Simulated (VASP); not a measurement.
# MoBrO (P4/nmm) in VASP: single point with r2SCAN

Aim: the single point of MoBrO with r2SCAN.

Program: VASP 6.6.1. These are calculated values, not measurements. Logs are shortened: lines on timing, memory, paths and dates and some standing lists are left out, and cuts for length are marked.

## (1) The cell of the first run

Symmetry: P4/nmm, No. 129, tetragonal system. Conventional cell: a = 3.635 Å, b = 3.635 Å, c = 8.496 Å, α = 90.00°, β = 90.00°, γ = 90.00°. Within 4.0 Å of Br (site symmetry 4mm) lie 5 Mo at 3.01 to 3.81 Å and 4 O at 3.25 Å and 4 Br at 3.63 Å. Within 2.8 Å of O (site symmetry -4m2) lie 4 Mo at 2.14 Å and 4 O at 2.57 Å. Within 2.8 Å of Mo (site symmetry 4mm) lie 4 O at 2.14 Å.

## (2) Single point, r2SCAN, non-collinear spin, typed start, spin-orbit coupling

File POSCAR:

```
MoBrO
1.0
    3.6347164236      0.0000000000      0.0000000000
    0.0000000000      3.6347164236      0.0000000000
    0.0000000000      0.0000000000      8.4961392934
Br O Mo
2 2 2
Direct
    0.0000000000      0.5000000000      0.6832362044
    0.5000000000      0.0000000000      0.3167637956
    0.0000000000      0.0000000000      0.0000000000
    0.5000000000      0.5000000000      0.0000000000
    0.0000000000      0.5000000000      0.1320808302
    0.5000000000      0.0000000000      0.8679191698
```

File INCAR.step1:

```
  PREC = Accurate
  ENCUT = 660
  ISMEAR = 1
  SIGMA = 0.145
  LREAL = F
  LASPH = T
  NELM = 200
  MAGMOM = 0 0 0 0 0 0 0 0 0 0 0 0 0 0 2 0 0 2
  LSORBIT = T
  GGA_COMPAT = F
  LMAXMIX = 4
  NBANDS = 70
  GGA = PE
  ALGO = Normal
  EDIFF = 1E-5
  LWAVE = T
  LCHARG = F
  KPAR = 4
```

File INCAR.step2:

```
  PREC = Accurate
  ENCUT = 660
  EDIFF = 1E-6
  ISMEAR = 1
  SIGMA = 0.145
  LREAL = F
  LASPH = T
  NELM = 200
  ALGO = Normal
  ISIF = 2
  LWAVE = F
  LCHARG = T
  MAGMOM = 0 0 0 0 0 0 0 0 0 0 0 0 0 0 2 0 0 2
  LORBIT = 11
  LSORBIT = T
  GGA_COMPAT = F
  LORBMOM = T
  LMAXMIX = 4
  METAGGA = R2SCAN
  LMIXTAU = T
  LVHAR = T
  NBANDS = 70
  ISTART = 1
  KPAR = 4
```

File KPOINTS:

```
regular mesh
0
Gamma
  5 5 3
```

Potentials or basis: VASP PAW PBE potentials, release 64 (Br, O, Mo_sv).

Launch:

```bash
$ cat potpaw_PBE.64/Br/POTCAR potpaw_PBE.64/O/POTCAR potpaw_PBE.64/Mo_sv/POTCAR > POTCAR
$ cp INCAR.step1 INCAR
$ mpirun -np 4 vasp_ncl > vasp.out
$ cp INCAR.step2 INCAR
$ mpirun -np 4 vasp_ncl > vasp.out
```

OUTCAR:

```text
PREC = Accurate
   ENCUT = 660
   EDIFF = 1E-6
   ISMEAR = 1
   LREAL = F
   LASPH = T
   NELM = 200
   ISIF = 2
   LORBIT = 11
   LSORBIT = T
   METAGGA = R2SCAN
   ISTART = 1

 ion  position               nearest neighbor table
   1  0.000  0.500  0.683-   6 3.01   6 3.01   6 3.01   6 3.01
   2  0.500  0.000  0.317-   5 3.01   5 3.01   5 3.01   5 3.01
   3  0.000  0.000  0.000-   5 2.14   6 2.14   5 2.14   6 2.14
   4  0.500  0.500  0.000-   5 2.14   6 2.14   6 2.14   5 2.14
   5  0.000  0.500  0.132-   3 2.14   4 2.14   3 2.14   4 2.14   2 3.01   2 3.01   2 3.01   2 3.01
                             6 3.41   6 3.41   6 3.41   6 3.41
   6  0.500  0.000  0.868-   3 2.14   4 2.14   4 2.14   3 2.14   1 3.01   1 3.01   1 3.01   1 3.01
                             5 3.41   5 3.41   5 3.41   5 3.41

  LATTYP: Found a simple tetragonal cell.
 ALAT       =     3.6347164236
 C/A-ratio  =     2.3374971534

  Lattice vectors:

 A1 = (   3.6347164236,   0.0000000000,   0.0000000000)
 A2 = (   0.0000000000,   3.6347164236,   0.0000000000)
 A3 = (   0.0000000000,   0.0000000000,   8.4961392934)

Analysis of symmetry for initial positions (statically):
=====================================================================
 Subroutine PRICEL returns:
 Original cell was already a primitive cell.

 Routine SETGRP: Setting up the symmetry group for a
 simple tetragonal supercell.

 Subroutine GETGRP returns: Found 16 space group operations
 (whereof  8 operations were pure point group operations)
 out of a pool of 16 trial point group operations.

The static configuration has the point symmetry D_2d.
 The point group associated with its full space group is D_4h.

Analysis of symmetry for dynamics (positions and initial velocities):
=====================================================================
 Subroutine PRICEL returns:
 Original cell was already a primitive cell.

 Routine SETGRP: Setting up the symmetry group for a
 simple tetragonal supercell.

 Subroutine GETGRP returns: Found 16 space group operations
 (whereof  8 operations were pure point group operations)
 out of a pool of 16 trial point group operations.

The dynamic configuration has the point symmetry D_2d.
 The point group associated with its full space group is D_4h.

Analysis of structural, dynamic, and magnetic symmetry:
=====================================================================
 Subroutine PRICEL returns:
 Original cell was already a primitive cell.

 Routine SETGRP: Setting up the symmetry group for a
 simple tetragonal supercell.

 Subroutine GETGRP returns: Found  8 space group operations
 (whereof  4 operations were pure point group operations)
 out of a pool of 16 trial point group operations.

The overall configuration has the point symmetry S_4 .
 The point group associated with its full space group is C_4h.

 Subroutine INISYM returns: Found  8 space group operations
 (whereof  4 operations are pure point group operations),
 and found     1 'primitive' translations

----------------------------------------------------------------------------------------

                                     Primitive cell

  volume of cell :     112.2439

  direct lattice vectors                    reciprocal lattice vectors
     3.634716424  0.000000000  0.000000000     0.275124627  0.000000000  0.000000000
     0.000000000  3.634716424  0.000000000     0.000000000  0.275124627  0.000000000
     0.000000000  0.000000000  8.496139293     0.000000000  0.000000000  0.117700518

  length of vectors
     3.634716424  3.634716424  8.496139293     0.275124627  0.275124627  0.117700518

  position of ions in fractional coordinates (direct lattice)
     0.000000000  0.500000000  0.683236204
     0.500000000  0.000000000  0.316763796
     0.000000000  0.000000000  0.000000000
     0.500000000  0.500000000  0.000000000
     0.000000000  0.500000000  0.132080830
     0.500000000  0.000000000  0.867919170

  ion indices of the primitive-cell ions
   primitive index   ion index
                 1           1
                 2           2
                 3           3
                 4           4
                 5           5
[... 1084 lines left out ...]
     66       7.4787     -0.00000
 [bands above 66 left out]

------------------------ aborting loop because EDIFF is reached ----------------------------------------

  FORCE on cell =-STRESS in cart. coord.  units (eV):
  Direction    XX          YY          ZZ          XY          YZ          ZX
  --------------------------------------------------------------------------------------
  -------------------------------------------------------------------------------------
  Total       -5.8786688     -5.8786688     -1.8294617     -0.0000050      0.0000000      0.0000000
  in kB      -83.9125430    -83.9125430    -26.1138691     -0.0000709      0.0000000      0.0000000
  external PRESSURE =     -64.6463184 kB  Pullay stress =       0.0000000 kB

 VOLUME and BASIS-vectors are now :
 -----------------------------------------------------------------------------
  energy-cutoff  :      660.00
  volume of cell :      112.24
      direct lattice vectors                 reciprocal lattice vectors
     3.634716424  0.000000000  0.000000000     0.275124627  0.000000000  0.000000000
     0.000000000  3.634716424  0.000000000     0.000000000  0.275124627  0.000000000
     0.000000000  0.000000000  8.496139293     0.000000000  0.000000000  0.117700518

 POSITION                                       TOTAL-FORCE (eV/Angst)
 -----------------------------------------------------------------------------------
      0.00000      1.81736      5.80487        -0.000000      0.000000      0.197469
      1.81736      0.00000      2.69127         0.000000     -0.000000     -0.197469
      0.00000      0.00000      0.00000         0.000000     -0.000000      0.000000
      1.81736      1.81736      0.00000         0.000000      0.000000      0.000000
      0.00000      1.81736      1.12218        -0.000000     -0.000000     -0.448261
      1.81736      0.00000      7.37396         0.000000     -0.000000      0.448261
 -----------------------------------------------------------------------------------
    total drift:                                0.000000      0.000000     -0.000000

  FREE ENERGIE OF THE ION-ELECTRON SYSTEM (eV)
  ---------------------------------------------------
  free  energy   TOTEN  =       -95.4423303883 eV

  energy  without entropy=      -95.4511366009  energy(sigma->0) =      -95.44526579

 orbital moment (x)

 # of ion     p       d       tot
 ----------------------------------------
  1         0.000   0.000   0.000
  2         0.000   0.000   0.000
  3         0.000   0.000   0.000
  4         0.000   0.000   0.000
  5         0.000  -0.000  -0.000
  6         0.000  -0.000  -0.000
 ----------------------------------------
            0.000  -0.000  -0.000

 orbital moment (y)

 # of ion     p       d       tot
 ----------------------------------------
  1        -0.000  -0.000  -0.000
  2         0.000   0.000   0.000
  3        -0.000   0.000  -0.000
  4         0.000   0.000   0.000
  5        -0.000   0.000   0.000
  6        -0.000  -0.000  -0.000
 ----------------------------------------
           -0.000   0.000   0.000

 orbital moment (z)

 # of ion     p       d       tot
 ----------------------------------------
  1         0.001  -0.000   0.001
  2         0.001  -0.000   0.001
  3         0.003   0.000   0.003
  4         0.003   0.000   0.003
  5        -0.000  -0.093  -0.093
  6        -0.000  -0.093  -0.093
 ----------------------------------------
            0.008  -0.185  -0.177

 Spin-Orbit-Coupling matrix elements

 Ion:    1  E_soc:     -0.0512458
 l=   1
     0.0000000    -0.0085715    -0.0084988
    -0.0085715     0.0000000    -0.0085715
    -0.0084988    -0.0085715     0.0000000
 l=   2
     0.0000000     0.0000068     0.0000000     0.0000068    -0.0000010
     0.0000068     0.0000000     0.0000039     0.0000014    -0.0000014
     0.0000000     0.0000039     0.0000000     0.0000039     0.0000000
     0.0000068     0.0000014     0.0000039     0.0000000    -0.0000014
    -0.0000010    -0.0000014     0.0000000    -0.0000014     0.0000000
 l=   3
     0.0000000     0.0000000     0.0000000     0.0000000     0.0000000     0.0000000     0.0000000
     0.0000000     0.0000000     0.0000000     0.0000000     0.0000000     0.0000000     0.0000000
     0.0000000     0.0000000     0.0000000     0.0000000     0.0000000     0.0000000     0.0000000
     0.0000000     0.0000000     0.0000000     0.0000000     0.0000000     0.0000000     0.0000000
[... 89 lines left out ...]
 l=   2
     0.0000000    -0.0011191     0.0000000    -0.0011191    -0.0035791
    -0.0011191     0.0000000    -0.0086299    -0.0010273    -0.0009708
     0.0000000    -0.0086299     0.0000000    -0.0086299     0.0000000
    -0.0011191    -0.0010273    -0.0086299     0.0000000    -0.0009708
    -0.0035791    -0.0009708     0.0000000    -0.0009708     0.0000000
 l=   3
     0.0000000     0.0000000     0.0000000     0.0000000     0.0000000     0.0000000     0.0000000
     0.0000000     0.0000000     0.0000000     0.0000000     0.0000000     0.0000000     0.0000000
     0.0000000     0.0000000     0.0000000     0.0000000     0.0000000     0.0000000     0.0000000
     0.0000000     0.0000000     0.0000000     0.0000000     0.0000000     0.0000000     0.0000000
     0.0000000     0.0000000     0.0000000     0.0000000     0.0000000     0.0000000     0.0000000
     0.0000000     0.0000000     0.0000000     0.0000000     0.0000000     0.0000000     0.0000000
     0.0000000     0.0000000     0.0000000     0.0000000     0.0000000     0.0000000     0.0000000

 total charge

# of ion       s       p       d       tot
------------------------------------------
    1        1.613   3.248   0.021   4.882
    2        1.613   3.248   0.021   4.882
    3        1.571   3.464   0.000   5.035
    4        1.571   3.464   0.000   5.035
    5        2.192   6.100   3.721  12.012
    6        2.192   6.100   3.721  12.012
--------------------------------------------------
tot         10.752  25.623   7.483  43.858

 magnetization (x)

# of ion       s       p       d       tot
------------------------------------------
    1        0.000   0.000   0.000   0.000
    2        0.000   0.000   0.000   0.000
    3        0.000   0.000   0.000   0.000
    4        0.000  -0.000   0.000  -0.000
    5        0.000   0.000  -0.000  -0.000
    6       -0.000   0.000   0.000  -0.000
--------------------------------------------------
tot          0.000   0.000  -0.000   0.000

 magnetization (y)

# of ion       s       p       d       tot
------------------------------------------
    1        0.000   0.000   0.000   0.000
    2        0.000   0.000   0.000   0.000
    3        0.000   0.000   0.000   0.000
    4       -0.000   0.000   0.000  -0.000
    5        0.000  -0.000   0.000  -0.000
    6        0.000  -0.000   0.000  -0.000
--------------------------------------------------
tot         -0.000   0.000   0.000   0.000

 magnetization (z)

# of ion       s       p       d       tot
------------------------------------------
    1        0.008   0.046   0.004   0.059
    2        0.008   0.046   0.004   0.059
    3        0.010  -0.027   0.000  -0.017
    4        0.010  -0.027   0.000  -0.017
    5        0.024   0.011   1.411   1.445
    6        0.024   0.011   1.411   1.445
--------------------------------------------------
tot          0.084   0.060   2.829   2.973
```

Wall time 38 min (4 MPI ranks of Intel Xeon Platinum 8488C (Sapphire Rapids), shared host); peak memory 0.91 GiB.

Results:

```
Free energy                                           : -95.4423 eV
Pressure                                              : -6.5 GPa
Largest force                                         : 0.448 eV/Å
Net moment                                            : 3.19 μB per cell
Valence electrons inside the program's atomic spheres : Br 4.88; O 5.04; Mo 12.01
```

Forces in eV/Å, atoms in the order of the input:
```
Br   0.000  0.000  0.197
Br   0.000  0.000 -0.197
O    0.000  0.000  0.000
O    0.000  0.000  0.000
Mo   0.000  0.000 -0.448
Mo   0.000  0.000  0.448
```

Stress tensor (GPa, compression positive):
```
-8.39  0.00  0.00
 0.00 -8.39  0.00
 0.00  0.00 -2.61
```

Moments on the atoms (μB; x, y, z):
```
Br   0.00  0.00  0.06
Br   0.00  0.00  0.06
O    0.00  0.00 -0.02
O    0.00  0.00 -0.02
Mo   0.00  0.00  1.45
Mo   0.00  0.00  1.45
```

Caveat: the PAW data sets were made with another functional, which shifts forces and pressure a little.
